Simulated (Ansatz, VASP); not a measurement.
# Two plane-wave programs on Si

```
Si
1.0
     3.81825    0.00000    0.00000
    -1.90913    3.30670    0.00000
     0.00000    0.00000    6.47461
Si
4
Direct
  0.33333 0.66667 0.08650
  0.66667 0.33333 0.58650
  0.33333 0.66667 0.41350
  0.66667 0.33333 0.91350
```

Alike in both runs: task single point; functional PBE; k mesh 12 × 12 × 6; occupations gaussian, width 0.05 eV; no spin polarisation.

|  | VASP | Ansatz |
| --- | --- | --- |
| version | VASP 6.6.1 | Ansatz 0.2.0 |
| potentials or method | VASP PAW PBE potentials, release 64 (Si), cutoff 520 eV | scalar-relativistic, plane waves, PAW |
| valence electrons in the cell | 16 | 16 |

|  | VASP | Ansatz | Ansatz less VASP |
| --- | --- | --- | --- |
| gap on the k mesh at the Fermi level (eV) | none | none | - |
| pressure (GPa) | 2.1 | 2.2 | +0.08 |
| traceless stress, the component that is largest in VASP (GPa) | 12.49 | 12.62 | +0.132 |
| rms of the force components (eV/Å) | 2.788 | 2.799 | +0.0116 |

Atom by atom the forces differ by 0.012 eV/Å (rms over components). A gap of «none» marks a metal or a gap that the smearing closes.
